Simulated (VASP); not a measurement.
# W (I4/mmm) in VASP: notebook

The runs below take W through single point, with PBE.

Everything below comes from runs of VASP 6.6.1. Logs are shortened: lines on timing, memory, paths and dates and some standing lists are left out, and cuts for length are marked.

## Step 1: The cell of the first run

The structure is tetragonal, space group I4/mmm (No. 139). Conventional cell: a = 2.871 Å, b = 2.871 Å, c = 4.141 Å, α = 90.00°, β = 90.00°, γ = 90.00°. W (site symmetry 4/mmm) has 12 W at 2.87 to 2.90 Å within 3.8 Å.

## Step 2: Single point, PBE (zz strain of +2 %)

The input, INCAR:

```
SYSTEM = W
  PREC = Accurate
  ENCUT = 520
  EDIFF = 1E-6
  ISMEAR = -1
  SIGMA = 0.05
  LREAL = .False.
  LASPH = .True.
  NELM = 100
  ALGO = Normal
  ISIF = 2
  LWAVE = .False.
  LCHARG = .True.
  GGA = PE
  LELF = .True.
  LVHAR = .True.
  NBANDS = 13
```

The input, KPOINTS:

```
Automatic mesh
0
Gamma
  14 14 14
  0 0 0
```

The input, POSCAR:

```
W
1.0
    0.0000000000      2.0300000000      2.0706000000
    2.0300000000      0.0000000000      2.0706000000
    2.0300000000      2.0300000000      0.0000000000
W
1
Direct
    0.0000000000      0.0000000000      0.0000000000
```

Potentials or basis: VASP PAW PBE potentials, release 64 (W_sv).

Command:

```console
cat potpaw_PBE.64/W_sv/POTCAR > POTCAR
mpirun -np 1 vasp_std > vasp.out
```

OUTCAR:

```text
SYSTEM = W
   PREC = Accurate
   ENCUT = 520
   EDIFF = 1E-6
   ISMEAR = -1
   LREAL = .False.
   LASPH = .True.
   NELM = 100
   ISIF = 2
   GGA = PE

 ion  position               nearest neighbor table
   1  0.000  0.000  0.000-

  LATTYP: Found a body centered tetragonal cell.
 ALAT       =     2.8708535316
 C/A-ratio  =     1.4424978336

  Lattice vectors:

 A1 = (  -2.0300000000,   0.0000000000,   2.0706000000)
 A2 = (   2.0300000000,   0.0000000000,   2.0706000000)
 A3 = (   0.0000000000,   2.0300000000,  -2.0706000000)

Analysis of symmetry for initial positions (statically):
=====================================================================
 Subroutine PRICEL returns:
 Original cell was already a primitive cell.

 Routine SETGRP: Setting up the symmetry group for a
 body centered tetragonal supercell.

 Subroutine GETGRP returns: Found 16 space group operations
 (whereof 16 operations were pure point group operations)
 out of a pool of 16 trial point group operations.

The static configuration has the point symmetry D_4h.

Analysis of symmetry for dynamics (positions and initial velocities):
=====================================================================
 Subroutine PRICEL returns:
 Original cell was already a primitive cell.

 Routine SETGRP: Setting up the symmetry group for a
 body centered tetragonal supercell.

 Subroutine GETGRP returns: Found 16 space group operations
 (whereof 16 operations were pure point group operations)
 out of a pool of 16 trial point group operations.

The dynamic configuration has the point symmetry D_4h.

 Subroutine INISYM returns: Found 16 space group operations
 (whereof 16 operations are pure point group operations),
 and found     1 'primitive' translations

----------------------------------------------------------------------------------------

                                     Primitive cell

  volume of cell :      17.0655

  direct lattice vectors                    reciprocal lattice vectors
     0.000000000  2.030000000  2.070600000    -0.246305419  0.246305419  0.241475901
     2.030000000  0.000000000  2.070600000     0.246305419 -0.246305419  0.241475901
     2.030000000  2.030000000  0.000000000     0.246305419  0.246305419 -0.241475901

  length of vectors
     2.899704185  2.899704185  2.870853532     0.423843520  0.423843520  0.423843520

  position of ions in fractional coordinates (direct lattice)
     0.000000000  0.000000000  0.000000000

  ion indices of the primitive-cell ions
   primitive index   ion index
                 1           1

----------------------------------------------------------------------------------------

 KPOINTS: Automatic mesh

Automatic generation of k-mesh.
 Grid dimensions read from file:
 generate k-points for:   14   14   14

 Generating k-lattice:

  Cartesian coordinates                     Fractional coordinates (reciprocal lattice)
    -0.017593244  0.017593244  0.017248279     0.071428571 -0.000000000  0.000000000
     0.017593244 -0.017593244  0.017248279    -0.000000000  0.071428571  0.000000000
     0.017593244  0.017593244 -0.017248279     0.000000000  0.000000000  0.071428571

  Length of vectors
     0.030274537  0.030274537  0.030274537

  Shift w.r.t. Gamma in fractional coordinates (k-lattice)
     0.000000000  0.000000000  0.000000000

 Subroutine IBZKPT returns following result:
 ===========================================

 Found    244 irreducible k-points:

 Following reciprocal coordinates:
            Coordinates               Weight
  0.000000  0.000000  0.000000      1.000000
  0.071429  0.000000  0.000000      8.000000
  0.142857  0.000000  0.000000      8.000000
  0.214286  0.000000  0.000000      8.000000
  0.285714  0.000000  0.000000      8.000000
  0.357143  0.000000  0.000000      8.000000
[... 16 lines left out ...]
  0.214286  0.142857  0.000000      8.000000
  0.285714  0.142857  0.000000      8.000000
 [... further k-points ...]
   k-points           NKPTS =    244   k-points in BZ     NKDIM =    244   number of bands    NBANDS=     13
   number of dos      NEDOS =    301   number of ions     NIONS =      1
   total plane-waves  NPLWV =  13824
   dimension x,y,z NGX =    24 NGY =   24 NGZ =   24
   dimension x,y,z NGXF=    48 NGYF=   48 NGZF=   48
   ions per type =               1
   NGX,Y,Z   is equivalent  to a cutoff of  13.76, 13.76, 13.90 a.u.
   NGXF,Y,Z  is equivalent  to a cutoff of  27.52, 27.52, 27.80 a.u.
 SYSTEM =  W
   PREC   = accura    normal or accurate (medium, high low for compatibility)
   ISTART =      0    job   : 0-new  1-cont  2-samecut
   ICHARG =      2    charge: 1-file 2-atom 10-const
   ISPIN  =      1    spin polarized calculation?
   LNONCOLLINEAR =      F non collinear calculations
   LSORBIT =      F    spin-orbit coupling
   LASPH  =      T    aspherical Exc in radial PAW
   ENCUT  =  520.0 eV  38.22 Ry    6.18 a.u.   5.39  5.39  5.34*2*pi/ulx,y,z
   NELM   =    100;   NELMIN=  2; NELMDL= -5     # of ELM steps
   EDIFF  = 0.1E-05   stopping-criterion for ELM
   LREAL  =      F    real-space projection
   EDIFFG = 0.1E-04   stopping-criterion for IOM
   NSW    =      0    number of steps for IOM
   IBRION =     -1    ionic relax: 0-MD 1-quasi-New 2-CG
   NFREE  =      0    steps in history (QN), initial steepest desc. (CG)
   ISIF   =      2    stress and relaxation
   ISYM   =      2    0-nonsym 1-usesym 2-fastsym
   POTIM  = 0.5000    time-step for ionic-motion
   TEBEG  =    0.0;   TEEND  =   0.0 temperature during run
   PSTRESS=    0.0 pullay stress
   NELECT =      14.0000    total number of electrons
   NUPDOWN=      -1.0000    fix difference up-down
   EMIN   =  10.00;   EMAX   =-10.00  energy-range for DOS
   EFERMI =   0.00;   METHOD = LEGACY
   ISMEAR =    -1;   SIGMA  =   0.05  broadening in eV -4-tet -1-fermi 0-gaus
   EFERMI_NEDOS =   21; number of points for ismear=-14 and -15
   IALGO  =     38    algorithm
   IMIX   =      4    mixing-type and parameters
     AMIX     =   0.40;   BMIX     =  1.00
     AMIX_MAG =   1.60;   BMIX_MAG =  1.00
  volume/ion in A,a.u.               =      17.07       115.16
  Fermi-wavevector in a.u.,A,eV,Ry     =   1.532539  2.896078 31.955656  2.348674
  Thomas-Fermi vector in A             =   2.639731
   LORBIT       =      0    0 simple, 1 ext, 2 COOP (PROOUT), +10 PAW based schemes
   GGA     = PE    functional components
   LHFCALC =     F    Hartree Fock is set to
   AEXX    =    0.0000 exact exchange contribution
   IVDW    =     0    specifies the selected vdW correction
   LEPSILON=     F    determine dielectric tensor
   LRPA    =     F    only Hartree local field effects (RPA)
 non-spin polarized calculation
  energy-cutoff  :      520.00
  volume of cell :       17.07
 maximum number of plane-waves:       477
 NGX is ok and might be reduce to    24
   NGX = 11   NGY = 11   NGZ = 11

 number of electron      14.0000001 magnetization

 Free energy of the ion-electron system (eV)
  ---------------------------------------------------
  ext. energy  EPLUGINS =         0.00000000
  ---------------------------------------------------
  free energy    TOTEN  =       -12.46426517 eV

  energy without entropy =      -12.45360353  energy(sigma->0) =      -12.45893435

 E-fermi :   9.9625     XC(G=0): -13.2189

 val. band max:        9.9618758925   @ k =  -0.4286   0.3571   0.0000
 cond. band min:       9.9868954654   @ k =  -0.4286   0.1429   0.0000
 fundamental gap:      0.0250195729
 Fermi energy:         9.9625152092

 k-point     1 :       0.0000    0.0000    0.0000
  band No.  band energies     occupation
      1     -63.7926      2.00000
      2     -27.4825      2.00000
      3     -27.4623      2.00000
      4     -27.4623      2.00000
      5       1.1742      2.00000
      6       9.2829      2.00000
      7       9.5347      1.99962
      8       9.5347      1.99962
      9      12.2085      0.00000
     10      12.5868      0.00000
     11      22.7014      0.00000
     12      27.3147      0.00000
     13      27.9320      0.00000

 k-point     2 :       0.0714    0.0000    0.0000
  band No.  band energies     occupation
      1     -63.7883      2.00000
      2     -27.5235      2.00000
      3     -27.4815      2.00000
      4     -27.4684      2.00000
      5       1.3877      2.00000
      6       9.2368      2.00000
      7       9.5157      1.99974
      8       9.6340      1.99720
      9      12.1311      0.00000
     10      12.4908      0.00000
     11      23.1263      0.00000
     12      26.7690      0.00000
     13      27.9466      0.00000

 k-point     3 :       0.1429    0.0000    0.0000
  band No.  band energies     occupation
      1     -63.7760      2.00000
      2     -27.6678      2.00000
      3     -27.5042      2.00000
      4     -27.4855      2.00000
      5       1.9915      2.00000
      6       8.8975      2.00000
      7       9.6898      1.99147
      8       9.8690      1.73302
      9      12.0155      0.00000
     10      12.3111      0.00000
     11      24.1095      0.00000
     12      25.4078      0.00000
     13      29.0224      0.00000
[... 305 lines left out ...]
 k-point    23 :       0.2143    0.1429    0.0000
  band No.  band energies     occupation
      1     -63.7586      2.00000
      2     -27.8000      2.00000
      3     -27.5602      2.00000
      4     -27.5591      2.00000
      5       2.8977      2.00000
      6       8.0062      2.00000
      7      10.1197      0.08264
      8      10.5345      0.00002
      9      11.0286      0.00000
     10      13.1061      0.00000
     11      25.6303      0.00000
     12      26.0880      0.00000
     13      28.8452      0.00000

 k-point    24 :       0.2857    0.1429    0.0000
  band No.  band energies     occupation
      1     -63.7416      2.00000
      2     -27.9757      2.00000
      3     -27.5988      2.00000
      4     -27.5914      2.00000
      5       3.7670      2.00000
      6       7.7661      2.00000
      7       9.5178      1.99973
      8      10.6727      0.00000
      9      11.8594      0.00000
     10      13.4658      0.00000
     11      24.3702      0.00000
     12      27.0470      0.00000
     13      29.2965      0.00000

 [... further k-points ...]
[... 5 lines left out ...]
  --------------------------------------------------------------------------------------
  -------------------------------------------------------------------------------------
  Total       -1.2043076     -1.2043076     -0.5752767      0.0000000      0.0000000      0.0000000
  in kB     -113.0654018   -113.0654018    -54.0093652      0.0000000      0.0000000      0.0000000
  external PRESSURE =     -93.3800563 kB  Pullay stress =       0.0000000 kB

 VOLUME and BASIS-vectors are now :
 -----------------------------------------------------------------------------
  energy-cutoff  :      520.00
  volume of cell :       17.07
      direct lattice vectors                 reciprocal lattice vectors
     0.000000000  2.030000000  2.070600000    -0.246305419  0.246305419  0.241475901
     2.030000000  0.000000000  2.070600000     0.246305419 -0.246305419  0.241475901
     2.030000000  2.030000000  0.000000000     0.246305419  0.246305419 -0.241475901

 POSITION                                       TOTAL-FORCE (eV/Angst)
 -----------------------------------------------------------------------------------
      0.00000      0.00000      0.00000         0.000000      0.000000     -0.000000
 -----------------------------------------------------------------------------------
    total drift:                               -0.000000      0.000000      0.000000

  FREE ENERGIE OF THE ION-ELECTRON SYSTEM (eV)
  ---------------------------------------------------
  free  energy   TOTEN  =       -12.4642651657 eV

  energy  without entropy=      -12.4536035267  energy(sigma->0) =      -12.45893435
```

It took 15 s on 1 thread of Intel Xeon 6975P-C (Granite Rapids), shared host; peak memory 0.18 GiB.

What came out:

| Property | Result |
| --- | --- |
| Free energy | -12.4643 eV |
| Pressure | -9.3 GPa |
| Band gap on the k mesh | zero (band 7 reaches 12.93 eV, above the bottom of band 8 at 9.53 eV) |

Caveat: the cell differs from its parent crystal (zz strain of +2 %); spin-orbit coupling is left out, which moves the levels of the heavy elements.

## Step 3: Single point, PBE (zz strain of +3 %)

Edit INCAR of step 2 so:

```diff
@@ -8,3 +8,3 @@
   LASPH = .True.
-  NELM = 100
+  NELM = 60
   ALGO = Normal
```

The input, KPOINTS:

```
regular mesh
0
Gamma
  14 14 14
  0 0 0
```

The input, POSCAR:

```
W
1.0
    0.0000000000      2.0300000000      2.0909000000
    2.0300000000      0.0000000000      2.0909000000
    2.0300000000      2.0300000000      0.0000000000
W
1
Direct
    0.0000000000      0.0000000000      0.0000000000
```

Potentials or basis: VASP PAW PBE potentials, release 64 (W_sv).

Command:

```console
cat potpaw_PBE.64/W_sv/POTCAR > POTCAR
mpirun -np 1 vasp_std > vasp.out
```

OUTCAR:

```text
SYSTEM = W
   PREC = Accurate
   ENCUT = 520
   EDIFF = 1E-6
   ISMEAR = -1
   LREAL = .False.
   LASPH = .True.
   NELM = 60
   ISIF = 2
   GGA = PE

 ion  position               nearest neighbor table
   1  0.000  0.000  0.000-

  LATTYP: Found a body centered tetragonal cell.
 ALAT       =     2.8708535316
 C/A-ratio  =     1.4566399692

  Lattice vectors:

 A1 = (  -2.0300000000,   0.0000000000,   2.0909000000)
[... 554 lines left out ...]
      3     -27.7574      2.00000
      4     -27.7417      2.00000
      5       3.6470      2.00000
      6       7.6517      2.00000
      7       9.3390      1.99993
      8      10.5973      0.00000
      9      11.7139      0.00000
     10      13.3227      0.00000
     11      24.2075      0.00000
     12      26.7784      0.00000
     13      29.0629      0.00000

 [... further k-points ...]
[... 5 lines left out ...]
  --------------------------------------------------------------------------------------
  -------------------------------------------------------------------------------------
  Total       -1.5323701     -1.5323701     -0.7046942      0.0000000      0.0000000      0.0000000
  in kB     -142.4685223   -142.4685223    -65.5172933      0.0000000      0.0000000      0.0000000
  external PRESSURE =    -116.8181126 kB  Pullay stress =       0.0000000 kB

 VOLUME and BASIS-vectors are now :
 -----------------------------------------------------------------------------
  energy-cutoff  :      520.00
  volume of cell :       17.23
      direct lattice vectors                 reciprocal lattice vectors
     0.000000000  2.030000000  2.090900000    -0.246305419  0.246305419  0.239131474
     2.030000000  0.000000000  2.090900000     0.246305419 -0.246305419  0.239131474
     2.030000000  2.030000000  0.000000000     0.246305419  0.246305419 -0.239131474

 POSITION                                       TOTAL-FORCE (eV/Angst)
 -----------------------------------------------------------------------------------
      0.00000      0.00000      0.00000         0.000000      0.000000      0.000000
 -----------------------------------------------------------------------------------
    total drift:                               -0.000000      0.000000      0.000000

  FREE ENERGIE OF THE ION-ELECTRON SYSTEM (eV)
  ---------------------------------------------------
  free  energy   TOTEN  =       -12.4581669696 eV

  energy  without entropy=      -12.4479252276  energy(sigma->0) =      -12.45304610
```

stdout:

```text
POSCAR found type information on POSCAR W
 POSCAR found :  1 types and       1 ions
 scaLAPACK will be used
 LDA part: xc-table for (Slater+PW92), standard interpolation
 POSCAR, INCAR and KPOINTS ok, starting setup
 FFT: planning ... GRIDC
 FFT: planning ... GRID_SOFT
 FFT: planning ... GRID
 WAVECAR not read
 entering main loop
```

It took 14 s on 1 thread of Intel Xeon 6975P-C (Granite Rapids), shared host; peak memory 0.17 GiB.

What came out:

| Property | Result |
| --- | --- |
| Free energy | -12.4582 eV |
| Pressure | -11.7 GPa |
| Band gap on the k mesh | zero (band 7 reaches 12.82 eV, above the bottom of band 8 at 9.46 eV) |

Stress tensor (GPa, compression positive):
```
-14.25   0.00   0.00
  0.00 -14.25   0.00
  0.00   0.00  -6.55
```

Caveat: the cell differs from its parent crystal (zz strain of +3 %); spin-orbit coupling is left out, which moves the levels of the heavy elements.
